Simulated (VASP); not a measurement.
# Al2Au: single point with PBEsol

Crystal: Al2Au.

```
Al Au
1.0
     0.00000    3.00000    3.00000
     3.00000    0.00000    3.00000
     3.00000    3.00000    0.00000
Al Au
2 1
Cartesian
  1.5991 1.4240 1.4569
  4.4470 4.5243 4.6090
  -0.2069 0.0951 0.0454
```

| Item | Value |
| --- | --- |
| Program | VASP 6.6.1 |
| Task | single point |
| Functional | PBEsol |
| Potentials or basis | VASP PAW PBE potentials, release 64 (Al, Au) |
| Cutoff | 500 eV |
| k mesh | 3 × 3 × 3 |
| Occupations | fermi-dirac, width 0.05 eV |
| Spin | no spin polarisation |
| Dipole correction | no |
| Further INCAR settings | ALGO = Normal; EDIFF = 1e-06; NBANDS = 16 |

```
Pressure      : 1.5 GPa
Largest force : 2.106 eV/Å
```

Forces on the atoms (eV/Å):
```
Al  -1.237  0.420 -0.384
Al  -0.684  0.316 -0.070
Au   1.921 -0.737  0.453
```

Stress tensor (GPa, compression positive):
```
 0.53  0.42  1.31
 0.42  1.23 -2.67
 1.31 -2.67  2.89
```

Levels at points of the mesh, in eV from the Fermi level:
```tsv
k point	band 7	band 8	band 9	band 10	band 11	band 12
(0.00, 0.00, 0.00)	1.44	1.91	2.11	2.20	3.31	3.43
```

It took 5.3 s on 1 thread of Intel(R) Xeon(R) 6975P-C (Granite Rapids) (shared host), peak memory 0.17 GiB.

Caveat: the k points lie up to 0.60 Å⁻¹ apart; the PAW data sets were made with another functional, which shifts forces and pressure a little; spin-orbit coupling is left out, which moves the levels of the heavy elements.
